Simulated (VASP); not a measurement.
Write the native input for VASP 6.6.1 that does the following.

```
Task                   : single point
Functional             : PBE
Potentials or basis    : VASP PAW PBE potentials, release 64 (Al, Cu)
Cutoff                 : 520 eV
k mesh                 : 14 × 14 × 14
Occupations            : gaussian, width 0.15 eV
Spin                   : no spin polarisation
Dipole correction      : no
Further INCAR settings : ALGO = Fast; EDIFF = 1e-06; NBANDS = 16
```

The structure of Al2Cu lies in POSCAR:

```
Al2Cu
1.0
   -2.0276302982      2.0276302982      3.0937994815
    2.0276302982     -2.0276302982      3.0937994815
    1.9184486324      1.9184486324     -3.0937994815
Al Cu
2 1
Direct
    0.7500000000      0.2500000000      0.5000000000
    0.2500000000      0.7500000000      0.5000000000
    0.5000000000      0.5000000000      0.0000000000
```

This cell differs from its parent crystal: strain +e along x and -e along y -0.0267, strain +e along z and -e/2 along x and y +0.0700.

These files were run (other wordings do the same):

INCAR

```
  ALGO = Fast
  EDIFF = 1E-6
  ENCUT = 520
  GGA = PE
  ISIF = 2
  ISMEAR = 0
  LASPH = True
  LCHARG = True
  LELF = True
  LREAL = False
  LVHAR = True
  LWAVE = False
  NBANDS = 16
  NELM = 60
  PREC = Accurate
  SIGMA = 0.15
```

KPOINTS

```
k-points
0
Gamma
  14 14 14
```

Potentials or basis: VASP PAW PBE potentials, release 64 (Al, Cu).

The run is started by

```console
$ cat potpaw_PBE.64/Al/POTCAR potpaw_PBE.64/Cu/POTCAR > POTCAR
$ mpirun -np 1 vasp_std > vasp.out
```

Results of the run:

The pressure is 1.3 GPa and the band gap on the k mesh is zero (an odd number of electrons rules out a gap without spin polarisation).

Caveat: the cell differs from its parent crystal (strain +e along x and -e along y -0.0267, strain +e along z and -e/2 along x and y +0.0700); the stress differs along the axes, from -4 to 4 GPa.

Wall time 6.9 min on 1 thread of Intel(R) Xeon(R) Platinum 8375C CPU @ 2.90GHz (Ice Lake), on a shared host, peak memory 0.43 GiB.
